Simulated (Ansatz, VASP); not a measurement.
**TiSe2 in VASP and in Ansatz**

```xyz
3
Lattice="3.5420 0.0000 0.0000 -1.7710 3.0675 0.0000 0.0000 0.0000 6.0915" Properties=species:S:1:pos:R:3 pbc="T T T"
Ti    0.0000    0.0000    0.0000
Se    0.0000    2.0450    1.5221
Se    1.7710    1.0225    4.5694
```

Alike in both runs: task single point; functional HSE06; k mesh 6 × 6 × 2; occupations fermi-dirac, width 0.02 eV; no spin polarisation.

|  | VASP | Ansatz |
| --- | --- | --- |
| version | VASP 6.6.1 | Ansatz 0.2.0 |
| potentials or method | VASP PAW PBE potentials, release 64 (Ti_sv, Se) | plane waves, PAW |
| plane-wave cutoff (eV) | 400 | 420 |
| valence electrons in the cell | 24 | 44 |

|  | VASP | Ansatz | Ansatz less VASP |
| --- | --- | --- | --- |
| pressure (GPa) | -0.2 | 0.2 | +0.38 |
| traceless stress, the component that is largest in VASP (GPa) | 0.44 | 0.47 | +0.031 |
| rms of the force components (eV/Å) | 0.076 | 0.070 | -0.0059 |

Atom by atom the forces differ by 0.006 eV/Å (rms over components). VASP's potentials hold 24 valence electrons a cell and Ansatz's 44, so a difference there can come from the potentials and not from the codes. Ansatz's warnings: filled band counts differ across k points, stress exchange threshold loose, stress scf threshold loose.

The k mesh is coarse, so the values compare programs but aren't converged.
